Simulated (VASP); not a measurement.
Wanted: the native input for a VASP 6.6.1 run.

| Quantity | Value |
| --- | --- |
| Task | single point |
| Functional | PBEsol |
| Potentials or basis | VASP PAW PBE potentials, release 64 (Hg, Te) |
| Cutoff | 520 eV |
| k mesh | 12 × 12 × 12 |
| Occupations | gaussian, width 0.1 eV |
| Spin | no spin polarisation |
| Dipole correction | no |
| Further INCAR settings | ALGO = Normal; EDIFF = 1e-06; NBANDS = 16 |

The structure of HgTe lies in POSCAR:

```
HgTe
1.0
    0.0000000000      3.3434464350      3.3434464350
    3.3434464350      0.0000000000      3.3434464350
    3.3434464350      3.3434464350      0.0000000000
Hg Te
1 1
Direct
    0.0000000000      0.0000000000      0.0000000000
    0.7500000000      0.7500000000      0.7500000000
```

This cell differs from its parent crystal: strained.

One way to write it, as run:

INCAR

```
PREC = Accurate
ENCUT = 520
EDIFF = 1E-6
ISMEAR = 0
SIGMA = 0.1
LREAL = F
LASPH = T
NELM = 100
ALGO = Normal
ISIF = 2
LWAVE = F
LCHARG = F
GGA = PS
NBANDS = 16
```

KPOINTS

```
Automatic mesh
0
Gamma
  12 12 12
```

Potentials or basis: VASP PAW PBE potentials, release 64 (Hg, Te).

The run is started by

```sh
$ cat potpaw_PBE.64/Hg/POTCAR potpaw_PBE.64/Te/POTCAR > POTCAR
$ mpirun -np 1 vasp_std > vasp.out
```

It gave:

| Quantity | Value |
| --- | --- |
| Pressure | -2.7 GPa |
| Band gap on the k mesh | zero (filled and empty bands touch) |

Caveat: the cell differs from its parent crystal (strained); semilocal functionals underestimate gaps, and a narrow one can read as zero; the PAW data sets were made with another functional, which shifts forces and pressure a little; spin-orbit coupling is left out, which moves the levels of the heavy elements.

It took 84 s on 1 thread of Intel Xeon 8259CL, on a shared host, peak memory 0.26 GiB.
